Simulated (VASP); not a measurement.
# H7C16N in VASP: further runs, part 2 of 2

VASP 6.6.1. The steps go on from the part before.

### Step 4. Single point, LDA

Input file INCAR:

```
SYSTEM = H7C16N
PREC = Accurate ; ENCUT = 520
EDIFF = 1E-7 ; ISMEAR = -1
SIGMA = 0.02 ; LREAL = Auto
LASPH = .True. ; NELM = 100
ALGO = Normal ; ISIF = 2
LWAVE = .False. ; LCHARG = .False.
GGA = CA ; NBANDS = 56
```

Input file KPOINTS:

```
Automatic mesh
0
Gamma
  3 3 1
  0 0 0
```

Input file POSCAR:

```
H7C16N
1.0
    5.0487420000      0.0000000000      0.0000000000
    2.5243710000      4.3723390000      0.0000000000
    0.0000000000      0.0000000000     16.7764260000
H C N
7 16 1
Direct
    0.1666667000      0.1666667000      0.0596075000
    0.6666667000      0.1666667000      0.0596075000
    0.1666667000      0.6666667000      0.0596075000
    0.6666667000      0.6666667000      0.0596075000
    0.0070277656      0.4859194610      0.3429613643
    0.5069657832      0.4861227460      0.3402275073
    0.3347358176     -0.1699578948      0.3823955112
    0.1666667000      0.1666667000      0.1251757000
    0.6666667000      0.1666667000      0.1251757000
    0.1666667000      0.6666667000      0.1251757000
    0.6666667000      0.6666667000      0.1251757000
   -0.1666667000      0.3333333000      0.1558905000
    0.3333333000      0.3333333000      0.1558905000
   -0.1666667000      0.8333333000      0.1558905000
    0.3333333000      0.8333333000      0.1558905000
   -0.1613625685      0.3350255323      0.2473939872
    0.3263283782      0.3350157992      0.2474016918
   -0.1716589702      0.8432984368      0.2576377731
    0.3386509675      0.8226895693      0.2420497089
    0.0279284843      0.0053551050      0.2793633227
    0.4667056767      0.0053630491      0.2793561587
   -0.0055735272      0.5111407405      0.2776371436
    0.5049891206      0.4900124209      0.2743494959
    0.2325121363      0.0344051406      0.3523879945
```

Run with:

```console
$ cat potpaw_LDA.64/H/POTCAR potpaw_LDA.64/C/POTCAR potpaw_LDA.64/N/POTCAR > POTCAR
$ mpirun -np 1 vasp_std > vasp.out
```

It took 2.4 min on 1 thread of Intel Xeon 6975P-C (Granite Rapids), shared host; peak memory 0.39 GiB.

The run converged. Its results:

```yaml
Free_energy: -192.5384 eV
Largest_force: 3.375 eV/Å
Band_gap_on_the_k_mesh: 3.04 eV
```

Forces on the atoms (eV/Å):
```
H    0.000 -0.040 -0.341
H    0.000  0.027 -0.373
H   -0.114  0.015 -0.353
H    0.114  0.015 -0.353
H    0.000 -0.009  0.055
H    0.000  0.001  0.059
H    0.000 -0.038  0.041
C    0.000  0.083  1.351
C    0.000 -0.074  1.731
C   -0.039 -0.012  1.705
C    0.039 -0.012  1.704
C    0.318 -0.215 -1.150
C   -0.318 -0.216 -1.150
C   -0.001  1.069  0.255
C    0.000 -0.629 -3.316
C   -0.002 -0.002  0.015
C    0.003  0.000  0.014
C    0.001  0.025  0.012
C   -0.001 -0.028 -0.002
C   -0.052  0.007  0.022
C    0.051  0.006  0.024
C    0.000  0.002  0.003
C    0.001  0.002  0.010
N    0.003  0.021  0.037
```

Levels at points of the mesh, in eV from the valence-band top:
```tsv
k point	band 35	band 36	band 37	band 38	band 39	band 40	band 41	band 42
(0.00, 0.00, 0.00)	-1.38	-0.53	-0.04	0.00	3.04	3.52	4.48	4.98
```

Caveat: the k points lie up to 0.48 Å⁻¹ apart.

### Step 5. Single point, LDA

Input file INCAR:

```
SYSTEM = H7C16N
  PREC = Accurate
  ENCUT = 520
  EDIFF = 1E-6
  ISMEAR = -1
  SIGMA = 0.02
  LREAL = Auto
  LASPH = .True.
  NELM = 80
  ALGO = Normal
  ISIF = 2
  LWAVE = .False.
  LCHARG = .False.
  NBANDS = 56
```

KPOINTS is that of step 4.

Input file POSCAR:

```
H7C16N
1.0
    5.0487420000      0.0000000000      0.0000000000
    2.5243710000      4.3723390000      0.0000000000
    0.0000000000      0.0000000000     16.7764260000
H C N
7 16 1
Direct
    0.1666667848      0.1666666285      0.0596075112
    0.6666667848      0.1666666285      0.0596075112
    0.1666666285      0.6666667429      0.0596075112
    0.6666666285      0.6666667429      0.0596075112
    0.0070276475      0.4859195502      0.3429613673
    0.5069659120      0.4861226451      0.3402275312
    0.3347358711     -0.1699580019      0.3823955114
    0.1666667848      0.1666666285      0.1251757079
    0.6666667848      0.1666666285      0.1251757079
    0.1666666285      0.6666667429      0.1251757079
    0.6666666285      0.6666667429      0.1251757079
   -0.1666666285      0.3333332571      0.1558904739
    0.3333333715      0.3333332571      0.1558904739
   -0.1666667848      0.8333333715      0.1558904739
    0.3333332152      0.8333333715      0.1558904739
   -0.1613624982      0.3350254864      0.2473939920
    0.3263283461      0.3350158805      0.2474016814
   -0.1716590635      0.8432985183      0.2576377710
    0.3386509213      0.8226896405      0.2420497071
    0.0279285258      0.0053550285      0.2793633161
    0.4667057089      0.0053630334      0.2793561632
   -0.0055734867      0.5111408333      0.2776371439
    0.5049891828      0.4900123252      0.2743494949
    0.2325121040      0.0344051548      0.3523879878
```

Potentials or basis: VASP PAW LDA potentials, release 64 (H, C, N).

Run with:

```console
$ cat potpaw_LDA.64/H/POTCAR potpaw_LDA.64/C/POTCAR potpaw_LDA.64/N/POTCAR > POTCAR
$ mpirun -np 1 vasp_std > vasp.out
```

OUTCAR:

```text
SYSTEM = H7C16N
   PREC = Accurate
   ENCUT = 520
   EDIFF = 1E-6
   ISMEAR = -1
   LREAL = Auto
   LASPH = .True.
   NELM = 80
   ISIF = 2

 ion  position               nearest neighbor table
   1  0.167  0.167  0.060-   8 1.10
   2  0.667  0.167  0.060-   9 1.10
   3  0.167  0.667  0.060-  10 1.10
   4  0.667  0.667  0.060-  11 1.10
   5  0.007  0.486  0.343-  22 1.10
   6  0.507  0.486  0.340-  23 1.11
   7  0.335  0.830  0.382-  24 1.03
   8  0.167  0.167  0.125-   1 1.10  13 1.55  15 1.55  12 1.55
   9  0.667  0.167  0.125-   2 1.10  12 1.55  14 1.55  13 1.55
  10  0.167  0.667  0.125-   3 1.10  15 1.55  14 1.55  13 1.55
  11  0.667  0.667  0.125-   4 1.10  14 1.55  15 1.55  12 1.55
  12  0.833  0.333  0.156-  16 1.54   9 1.55   8 1.55  11 1.55
  13  0.333  0.333  0.156-  17 1.54   8 1.55   9 1.55  10 1.55
[... 8 lines left out ...]
  22  0.994  0.511  0.278-   5 1.10  18 1.49  17 1.54  16 1.54
  23  0.505  0.490  0.274-   6 1.11  17 1.53  16 1.53  19 1.55
  24  0.233  0.034  0.352-   7 1.03  20 1.66  21 1.66

  LATTYP: Found a hexagonal cell.
 ALAT       =     5.0487421480
 C/A-ratio  =     3.3228922192
[... 210 lines left out ...]
 Fermi energy:        -0.3328875207

 k-point     1 :       0.0000    0.0000    0.0000
  band No.  band energies     occupation
      1     -20.7260      2.00000
      2     -18.6351      2.00000
      3     -16.3834      2.00000
      4     -15.1954      2.00000
      5     -15.1548      2.00000
      6     -14.7690      2.00000
[... 254 lines left out ...]
     49       6.6521      0.00000
     50       6.7630      0.00000
 [bands above 50 left out]

------------------------ aborting loop because EDIFF is reached ----------------------------------------

  FORCE on cell =-STRESS in cart. coord.  units (eV):
  Direction    XX          YY          ZZ          XY          YZ          ZX
  --------------------------------------------------------------------------------------
  -------------------------------------------------------------------------------------
  Total      -17.6075720     -2.9118478     -0.6607096      0.0007452     -0.0681387      0.0064000
  in kB      -76.1752005    -12.5974547     -2.8584115      0.0032241     -0.2947868      0.0276881
  external PRESSURE =     -30.5436889 kB  Pullay stress =       0.0000000 kB

 VOLUME and BASIS-vectors are now :
 -----------------------------------------------------------------------------
  energy-cutoff  :      520.00
  volume of cell :      370.34
      direct lattice vectors                 reciprocal lattice vectors
     5.048742000  0.000000000  0.000000000     0.198069143 -0.114355268  0.000000000
     2.524371000  4.372339000  0.000000000     0.000000000  0.228710537  0.000000000
     0.000000000  0.000000000 16.776426000     0.000000000  0.000000000  0.059607452

 POSITION                                       TOTAL-FORCE (eV/Angst)
 -----------------------------------------------------------------------------------
      1.26219      0.72872      1.00000        -0.000142     -0.040016     -0.340862
      3.78656      0.72872      1.00000        -0.000147      0.027408     -0.373428
      2.52437      2.91489      1.00000        -0.113933      0.014891     -0.352576
      5.04874      2.91489      1.00000         0.113610      0.014880     -0.352702
      1.26212      2.12461      5.75367        -0.000171     -0.008564      0.054704
      3.78669      2.12549      5.70780        -0.000098      0.001079      0.058689
[... 16 lines left out ...]
      3.78653      2.14250      4.60260         0.000591      0.001725      0.009688
      1.26075      0.15043      5.91181         0.003309      0.021150      0.036811
 -----------------------------------------------------------------------------------
    total drift:                                0.003037     -0.019099     -0.048791

  FREE ENERGIE OF THE ION-ELECTRON SYSTEM (eV)
  ---------------------------------------------------
  free  energy   TOTEN  =      -192.5384090993 eV

  energy  without entropy=     -192.5384090992  energy(sigma->0) =     -192.53840910
```

Wall time 2.2 min (1 thread of Intel Xeon 6975P-C (Granite Rapids), shared host); peak memory 0.38 GiB.

What came out:

```yaml
Free_energy: -192.5384 eV
Largest_force: 3.375 eV/Å
Band_gap_on_the_k_mesh: 3.04 eV
```

Forces on the atoms (eV/Å):
```
H    0.000 -0.040 -0.341
H    0.000  0.027 -0.373
H   -0.114  0.015 -0.353
H    0.114  0.015 -0.353
H    0.000 -0.009  0.055
H    0.000  0.001  0.059
H    0.000 -0.038  0.041
C    0.000  0.083  1.351
C    0.000 -0.074  1.731
C   -0.039 -0.012  1.705
C    0.039 -0.012  1.704
C    0.318 -0.215 -1.150
C   -0.318 -0.216 -1.150
C   -0.001  1.069  0.255
C    0.000 -0.629 -3.316
C   -0.002 -0.002  0.015
C    0.003  0.000  0.014
C    0.001  0.025  0.012
C   -0.001 -0.028 -0.002
C   -0.052  0.007  0.022
C    0.051  0.006  0.024
C   -0.001  0.002  0.003
C    0.001  0.002  0.010
N    0.003  0.021  0.037
```

Levels at points of the mesh, in eV from the valence-band top:
```csv
k point,band 34,band 35,band 36,band 37,band 38,band 39,band 40,band 41,band 42,band 43
"(0.00, 0.00, 0.00)",-1.56,-1.38,-0.53,-0.04,0.00,3.04,3.52,4.49,4.98,5.31
```

Caveat: the k points lie up to 0.48 Å⁻¹ apart.
